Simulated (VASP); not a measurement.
# HfO2 (fluorite type) (Fm-3m) in VASP: further runs

Runs on HfO2 (fluorite type). Level: r2SCAN. Tasks: single point.

Everything below comes from runs of VASP 6.6.1. Logs are shortened: lines on timing, memory, paths and dates and some standing lists are left out, and cuts for length are marked.

## Step 1: The cell of the first run

The structure is cubic, space group Fm-3m (No. 225). Conventional cell: a = 4.955 Å, b = 4.955 Å, c = 4.955 Å, α = 90.00°, β = 90.00°, γ = 90.00°. Hf (site symmetry m-3m) has 8 O at 2.15 Å within 2.8 Å. Within 2.8 Å of O (site symmetry -43m) lie 4 Hf at 2.15 Å and 6 O at 2.48 Å.

## Step 2: Single point, r2SCAN (volume scaled by 0.94)

Contents of POSCAR:

```
HfO2
1.0
    0.0000000000      2.4776964245      2.4776964245
    2.4776964245      0.0000000000      2.4776964245
    2.4776964245      2.4776964245      0.0000000000
Hf O
1 2
Direct
    0.0000000000      0.0000000000      0.0000000000
    0.2500000000      0.2500000000      0.2500000000
    0.7500000000      0.7500000000      0.7500000000
```

Contents of INCAR.step1:

```
PREC = Accurate
ENCUT = 520
ISMEAR = -1
SIGMA = 0.1
LREAL = False
LASPH = True
NELM = 80
NBANDS = 18
GGA = PE
ALGO = Normal
EDIFF = 1E-4
LWAVE = True
LCHARG = False
```

Contents of INCAR.step2:

```
PREC = Accurate
ENCUT = 520
EDIFF = 1E-6
ISMEAR = -1
SIGMA = 0.1
LREAL = False
LASPH = True
NELM = 80
ALGO = Normal
ISIF = 2
LWAVE = False
LCHARG = True
METAGGA = R2SCAN
LMIXTAU = True
LELF = True
LVHAR = True
NBANDS = 18
ISTART = 1
```

Contents of KPOINTS:

```
Automatic mesh
0
Gamma
  11 11 11
```

Potentials or basis: VASP PAW PBE potentials, release 64 (Hf_pv, O).

On the command line:

```console
cat potpaw_PBE.64/Hf_pv/POTCAR potpaw_PBE.64/O/POTCAR > POTCAR
cp INCAR.step1 INCAR
mpirun -np 1 vasp_std > vasp.out
cp INCAR.step2 INCAR
mpirun -np 1 vasp_std > vasp.out
```

OUTCAR:

```text
PREC = Accurate
   ENCUT = 520
   EDIFF = 1E-6
   ISMEAR = -1
   LREAL = False
   LASPH = True
   NELM = 80
   ISIF = 2
   METAGGA = R2SCAN
   ISTART = 1

 ion  position               nearest neighbor table
   1  0.000  0.000  0.000-   3 2.15   2 2.15   3 2.15   2 2.15   3 2.15   3 2.15   2 2.15   2 2.15

   2  0.250  0.250  0.250-   1 2.15   1 2.15   1 2.15   1 2.15
   3  0.750  0.750  0.750-   1 2.15   1 2.15   1 2.15   1 2.15

  LATTYP: Found a face centered cubic cell.
 ALAT       =     4.9553928490

  Lattice vectors:

 A1 = (   0.0000000000,   2.4776964245,   2.4776964245)
 A2 = (   2.4776964245,   0.0000000000,   2.4776964245)
 A3 = (   2.4776964245,   2.4776964245,   0.0000000000)

Analysis of symmetry for initial positions (statically):
=====================================================================
 Subroutine PRICEL returns:
 Original cell was already a primitive cell.

 Routine SETGRP: Setting up the symmetry group for a
 face centered cubic supercell.

 Subroutine GETGRP returns: Found 48 space group operations
 (whereof 48 operations were pure point group operations)
 out of a pool of 48 trial point group operations.

The static configuration has the point symmetry O_h .

Analysis of symmetry for dynamics (positions and initial velocities):
=====================================================================
 Subroutine PRICEL returns:
 Original cell was already a primitive cell.

 Routine SETGRP: Setting up the symmetry group for a
 face centered cubic supercell.

 Subroutine GETGRP returns: Found 48 space group operations
 (whereof 48 operations were pure point group operations)
 out of a pool of 48 trial point group operations.

The dynamic configuration has the point symmetry O_h .

 Subroutine INISYM returns: Found 48 space group operations
 (whereof 48 operations are pure point group operations),
 and found     1 'primitive' translations

----------------------------------------------------------------------------------------

                                     Primitive cell

  volume of cell :      30.4211

  direct lattice vectors                    reciprocal lattice vectors
     0.000000000  2.477696424  2.477696424    -0.201800348  0.201800348  0.201800348
     2.477696424  0.000000000  2.477696424     0.201800348 -0.201800348  0.201800348
     2.477696424  2.477696424  0.000000000     0.201800348  0.201800348 -0.201800348

  length of vectors
     3.503991887  3.503991887  3.503991887     0.349528455  0.349528455  0.349528455

  position of ions in fractional coordinates (direct lattice)
     0.000000000  0.000000000  0.000000000
     0.250000000  0.250000000  0.250000000
     0.750000000  0.750000000  0.750000000

  ion indices of the primitive-cell ions
   primitive index   ion index
                 1           1
                 2           2
                 3           3

----------------------------------------------------------------------------------------

 KPOINTS: Automatic mesh

Automatic generation of k-mesh.
 Grid dimensions read from file:
 generate k-points for:   11   11   11

 Generating k-lattice:

  Cartesian coordinates                     Fractional coordinates (reciprocal lattice)
    -0.018345486  0.018345486  0.018345486     0.090909091  0.000000000  0.000000000
     0.018345486 -0.018345486  0.018345486     0.000000000  0.090909091  0.000000000
     0.018345486  0.018345486 -0.018345486     0.000000000  0.000000000  0.090909091

  Length of vectors
     0.031775314  0.031775314  0.031775314

  Shift w.r.t. Gamma in fractional coordinates (k-lattice)
     0.000000000  0.000000000  0.000000000

 Subroutine IBZKPT returns following result:
 ===========================================

 Found     56 irreducible k-points:

 Following reciprocal coordinates:
            Coordinates               Weight
  0.000000  0.000000  0.000000      1.000000
  0.090909  0.000000  0.000000      8.000000
  0.181818  0.000000  0.000000      8.000000
  0.272727  0.000000  0.000000      8.000000
  0.363636  0.000000  0.000000      8.000000
  0.454545  0.000000  0.000000      8.000000
[... 16 lines left out ...]
 -0.272727  0.181818  0.000000     24.000000
 -0.181818  0.181818  0.000000     12.000000
 [... further k-points ...]
   k-points           NKPTS =     56   k-points in BZ     NKDIM =     56   number of bands    NBANDS=     18
   number of dos      NEDOS =    301   number of ions     NIONS =      3
   total plane-waves  NPLWV =  21952
   dimension x,y,z NGX =    28 NGY =   28 NGZ =   28
   dimension x,y,z NGXF=    56 NGYF=   56 NGZF=   56
   ions per type =               1   2
   NGX,Y,Z   is equivalent  to a cutoff of  13.28, 13.28, 13.28 a.u.
   NGXF,Y,Z  is equivalent  to a cutoff of  26.57, 26.57, 26.57 a.u.
 SYSTEM =  unknown system
   PREC   = accura    normal or accurate (medium, high low for compatibility)
   ISTART =      1    job   : 0-new  1-cont  2-samecut
   ICHARG =      0    charge: 1-file 2-atom 10-const
   ISPIN  =      1    spin polarized calculation?
   LNONCOLLINEAR =      F non collinear calculations
   LSORBIT =      F    spin-orbit coupling
   LASPH  =      T    aspherical Exc in radial PAW
   ENCUT  =  520.0 eV  38.22 Ry    6.18 a.u.   6.52  6.52  6.52*2*pi/ulx,y,z
   NELM   =     80;   NELMIN=  2; NELMDL=  0     # of ELM steps
   EDIFF  = 0.1E-05   stopping-criterion for ELM
   LREAL  =      F    real-space projection
   EDIFFG = 0.1E-04   stopping-criterion for IOM
   NSW    =      0    number of steps for IOM
   IBRION =     -1    ionic relax: 0-MD 1-quasi-New 2-CG
   NFREE  =      0    steps in history (QN), initial steepest desc. (CG)
   ISIF   =      2    stress and relaxation
   ISYM   =      2    0-nonsym 1-usesym 2-fastsym
   POTIM  = 0.5000    time-step for ionic-motion
   TEBEG  =    0.0;   TEEND  =   0.0 temperature during run
   PSTRESS=    0.0 pullay stress
   NELECT =      22.0000    total number of electrons
   NUPDOWN=      -1.0000    fix difference up-down
   EMIN   =  10.00;   EMAX   =-10.00  energy-range for DOS
   EFERMI =   0.00;   METHOD = LEGACY
   ISMEAR =    -1;   SIGMA  =   0.10  broadening in eV -4-tet -1-fermi 0-gaus
   EFERMI_NEDOS =   21; number of points for ismear=-14 and -15
   IALGO  =     38    algorithm
   IMIX   =      4    mixing-type and parameters
     AMIX     =   0.40;   BMIX     =  1.00
     AMIX_MAG =   1.60;   BMIX_MAG =  1.00
  volume/ion in A,a.u.               =      10.14        68.43
  Fermi-wavevector in a.u.,A,eV,Ry     =   1.469460  2.776876 29.379214  2.159311
  Thomas-Fermi vector in A             =   2.584834
   LORBIT       =      0    0 simple, 1 ext, 2 COOP (PROOUT), +10 PAW based schemes
   METAGGA = R2SCAN    functional components
   LHFCALC =     F    Hartree Fock is set to
   AEXX    =    0.0000 exact exchange contribution
   IVDW    =     0    specifies the selected vdW correction
   LEPSILON=     F    determine dielectric tensor
   LRPA    =     F    only Hartree local field effects (RPA)
 non-spin polarized calculation
  energy-cutoff  :      520.00
  volume of cell :       30.42
 maximum number of plane-waves:       869
 NGX is ok and might be reduce to    28
   NGX = 13   NGY = 13   NGZ = 13

 number of electron      22.0000008 magnetization

 Free energy of the ion-electron system (eV)
  ---------------------------------------------------
  ext. energy  EPLUGINS =         0.00000000
  ---------------------------------------------------
  free energy    TOTEN  =       -68.48649208 eV

  energy without entropy =      -68.48649208  energy(sigma->0) =      -68.48649208

 E-fermi :   6.4974     XC(G=0): -12.9829

 val. band max:        4.4703828421   @ k =  -0.4545   0.4545   0.0000
 cond. band min:       9.0522975692   @ k =   0.4545   0.4545   0.0000
 fundamental gap:      4.5819147271
 Fermi energy:         6.4973743313

 k-point     1 :       0.0000    0.0000    0.0000
  band No.  band energies     occupation
      1     -25.8163      2.00000
      2     -25.8162      2.00000
      3     -25.8162      2.00000
      4     -15.6619      2.00000
      5     -12.3098      2.00000
      6      -1.3785      2.00000
[... 10 lines left out ...]
     17      16.4270      0.00000
     18      17.6400      0.00000

 k-point     2 :       0.0909    0.0000    0.0000
  band No.  band energies     occupation
      1     -25.8696      2.00000
      2     -25.8216      2.00000
      3     -25.8216      2.00000
      4     -15.5261      2.00000
      5     -12.4189      2.00000
      6      -1.2883      2.00000
[... 10 lines left out ...]
     17      16.2437      0.00000
     18      17.6395      0.00000

 k-point     3 :       0.1818    0.0000    0.0000
  band No.  band energies     occupation
      1     -26.0080      2.00000
      2     -25.8358      2.00000
      3     -25.8358      2.00000
      4     -15.1702      2.00000
      5     -12.6792      2.00000
      6      -1.0427      2.00000
[... 10 lines left out ...]
     17      15.8412      0.00000
     18      17.6386      0.00000

 k-point     4 :       0.2727    0.0000    0.0000
  band No.  band energies     occupation
      1     -26.1798      2.00000
      2     -25.8544      2.00000
      3     -25.8544      2.00000
      4     -14.7400      2.00000
      5     -12.9343      2.00000
      6      -0.7161      2.00000
[... 10 lines left out ...]
     17      15.4722      0.00000
     18      17.6351      0.00000

 k-point     5 :       0.3636    0.0000    0.0000
  band No.  band energies     occupation
      1     -26.3294      2.00000
      2     -25.8714      2.00000
      3     -25.8714      2.00000
      4     -14.4415      2.00000
      5     -13.0243      2.00000
      6      -0.4206      2.00000
[... 10 lines left out ...]
     17      15.2842      0.00000
     18      17.6306      0.00000

 k-point     6 :       0.4545    0.0000    0.0000
  band No.  band energies     occupation
      1     -26.4149      2.00000
      2     -25.8815      2.00000
      3     -25.8815      2.00000
      4     -14.3494      2.00000
      5     -12.9699      2.00000
      6      -0.2547      2.00000
[... 10 lines left out ...]
     17      15.2412      0.00000
     18      17.6328      0.00000

 k-point     7 :       0.0909    0.0909    0.0000
  band No.  band energies     occupation
      1     -25.8752      2.00000
      2     -25.8294      2.00000
      3     -25.8294      2.00000
      4     -15.4794      2.00000
      5     -12.4559      2.00000
      6      -1.2757      2.00000
[... 10 lines left out ...]
     17      16.2397      0.00000
     18      17.6392      0.00000

 k-point     8 :       0.1818    0.0909    0.0000
  band No.  band energies     occupation
      1     -25.9785      2.00000
      2     -25.8458      2.00000
      3     -25.8422      2.00000
      4     -15.1912      2.00000
      5     -12.6682      2.00000
      6      -1.0966      2.00000
[... 10 lines left out ...]
     17      15.9980      0.00000
     18      17.6384      0.00000
[... 229 lines left out ...]
     17      15.8380      0.00000
     18      17.6365      0.00000

 k-point    20 :       0.4545    0.1818    0.0000
  band No.  band energies     occupation
      1     -26.3395      2.00000
      2     -25.9791      2.00000
      3     -25.9122      2.00000
      4     -14.0328      2.00000
      5     -13.2174      2.00000
      6      -0.6795      2.00000
[... 10 lines left out ...]
     17      16.2227      0.00000
     18      17.6349      0.00000

 k-point    21 :      -0.4545    0.1818    0.0000
  band No.  band energies     occupation
      1     -26.3671      2.00000
      2     -26.0163      2.00000
      3     -25.9081      2.00000
      4     -14.0105      2.00000
      5     -13.1417      2.00000
      6      -0.7562      2.00000
[... 10 lines left out ...]
     17      16.1633      0.00000
     18      17.6344      0.00000

 k-point    22 :      -0.3636    0.1818    0.0000
  band No.  band energies     occupation
      1     -26.3360      2.00000
      2     -26.0274      2.00000
      3     -25.8933      2.00000
      4     -14.0279      2.00000
      5     -13.1807      2.00000
      6      -0.7846      2.00000
[... 10 lines left out ...]
     17      16.2963      0.00000
     18      17.6341      0.00000

 k-point    23 :      -0.2727    0.1818    0.0000
  band No.  band energies     occupation
      1     -26.2609      2.00000
      2     -26.0023      2.00000
      3     -25.8722      2.00000
      4     -14.1784      2.00000
      5     -13.2096      2.00000
      6      -0.8427      2.00000
[... 10 lines left out ...]
     17      16.3466      0.00000
     18      17.6355      0.00000

 k-point    24 :      -0.1818    0.1818    0.0000
  band No.  band energies     occupation
      1     -26.1674      2.00000
      2     -25.9435      2.00000
      3     -25.8516      2.00000
      4     -14.5360      2.00000
      5     -13.0641      2.00000
      6      -0.9204      2.00000
[... 10 lines left out ...]
     17      15.8591      0.00000
     18      17.6375      0.00000

 [... further k-points ...]

------------------------ aborting loop because EDIFF is reached ----------------------------------------

  FORCE on cell =-STRESS in cart. coord.  units (eV):
  Direction    XX          YY          ZZ          XY          YZ          ZX
  --------------------------------------------------------------------------------------
  -------------------------------------------------------------------------------------
  Total        2.7463228      2.7463228      2.7463228      0.0000000      0.0000000     -0.0000000
  in kB      144.6398228    144.6398228    144.6398228      0.0000000      0.0000000     -0.0000000
  external PRESSURE =     144.6398228 kB  Pullay stress =       0.0000000 kB

 VOLUME and BASIS-vectors are now :
 -----------------------------------------------------------------------------
  energy-cutoff  :      520.00
  volume of cell :       30.42
      direct lattice vectors                 reciprocal lattice vectors
     0.000000000  2.477696424  2.477696424    -0.201800348  0.201800348  0.201800348
     2.477696424  0.000000000  2.477696424     0.201800348 -0.201800348  0.201800348
     2.477696424  2.477696424  0.000000000     0.201800348  0.201800348 -0.201800348

 POSITION                                       TOTAL-FORCE (eV/Angst)
 -----------------------------------------------------------------------------------
      0.00000      0.00000      0.00000         0.000000      0.000000      0.000000
      1.23885      1.23885      1.23885        -0.000000     -0.000000      0.000000
      3.71654      3.71654      3.71654        -0.000000      0.000000     -0.000000
 -----------------------------------------------------------------------------------
    total drift:                                0.000000      0.000000      0.000000

  FREE ENERGIE OF THE ION-ELECTRON SYSTEM (eV)
  ---------------------------------------------------
  free  energy   TOTEN  =       -68.4864920848 eV

  energy  without entropy=      -68.4864920847  energy(sigma->0) =      -68.48649208
```

Run time: 54 s. Hardware: 1 thread of Intel Xeon 6975P-C (Granite Rapids), shared host; peak memory 0.18 GiB.

What came out:

- Free energy: -68.4865 eV
- Pressure: 14.5 GPa
- Band gap on the k mesh: 4.58 eV, indirect (least direct gap 4.66 eV)

Levels at points of the mesh, in eV from the valence-band top:
| k point | band 7 | band 8 | band 9 | band 10 | band 11 | band 12 | band 13 | band 14 | band 15 | band 16 |
| --- | --- | --- | --- | --- | --- | --- | --- | --- | --- | --- |
| (0.00, 0.00, 0.00) | -5.85 | -5.85 | -0.63 | -0.63 | -0.63 | 4.62 | 4.62 | 7.07 | 11.96 | 11.96 |

Caveat: the cell differs from its parent crystal (volume scaled by 0.94); the PAW data sets were made with another functional, which shifts forces and pressure a little; spin-orbit coupling is left out, which moves the levels of the heavy elements. A k mesh can miss the band edges.

## Step 3: Single point, r2SCAN

This run uses another cell than the first one, of 10.79 Å³/atom, 1.064 times its volume.

Contents of POSCAR:

```
HfO2
1.0
    0.0000000000      2.5293298899      2.5293298899
    2.5293298899      0.0000000000      2.5293298899
    2.5293298899      2.5293298899      0.0000000000
Hf O
1 2
Direct
    0.0000000000      0.0000000000      0.0000000000
    0.2500000000      0.2500000000      0.2500000000
    0.7500000000      0.7500000000      0.7500000000
```

Contents of INCAR.step1:

```
SYSTEM = HfO2
ALGO = Normal
EDIFF = 1E-4
ENCUT = 520
GGA = PE
ISMEAR = -1
LASPH = .TRUE.
LCHARG = .FALSE.
LREAL = .FALSE.
LWAVE = .TRUE.
NBANDS = 18
NELM = 60
PREC = Accurate
SIGMA = 0.1
```

Contents of INCAR.step2:

```
SYSTEM = HfO2
ALGO = Normal
EDIFF = 1E-6
ENCUT = 520
ISIF = 2
ISMEAR = -1
ISTART = 1
LASPH = .TRUE.
LCHARG = .FALSE.
LMIXTAU = .TRUE.
LREAL = .FALSE.
LWAVE = .FALSE.
METAGGA = R2SCAN
NBANDS = 18
NELM = 60
PREC = Accurate
SIGMA = 0.1
```

Contents of KPOINTS:

```
k-points
0
G
  11 11 11
  0 0 0
```

Potentials or basis: VASP PAW PBE potentials, release 64 (Hf_pv, O).

On the command line:

```console
cat potpaw_PBE.64/Hf_pv/POTCAR potpaw_PBE.64/O/POTCAR > POTCAR
cp INCAR.step1 INCAR
mpirun -np 1 vasp_std > vasp.out
cp INCAR.step2 INCAR
mpirun -np 1 vasp_std > vasp.out
```

Wall time 60 s (1 thread of Intel Xeon 6975P-C (Granite Rapids), shared host); peak memory 0.18 GiB.

It converged, with:

| Quantity | Value |
| --- | --- |
| Free energy | -68.5473 eV |
| Pressure | -4.0 GPa |
| Band gap on the k mesh | 4.39 eV, indirect (least direct gap 4.47 eV) |

Levels at points of the mesh, in eV from the valence-band top:
| k point | band 7 | band 8 | band 9 | band 10 | band 11 | band 12 | band 13 | band 14 | band 15 | band 16 |
| --- | --- | --- | --- | --- | --- | --- | --- | --- | --- | --- |
| (0.00, 0.00, 0.00) | -5.45 | -5.45 | -0.60 | -0.60 | -0.60 | 4.46 | 4.46 | 6.55 | 11.12 | 11.12 |

Caveat: the PAW data sets were made with another functional, which shifts forces and pressure a little; spin-orbit coupling is left out, which moves the levels of the heavy elements.
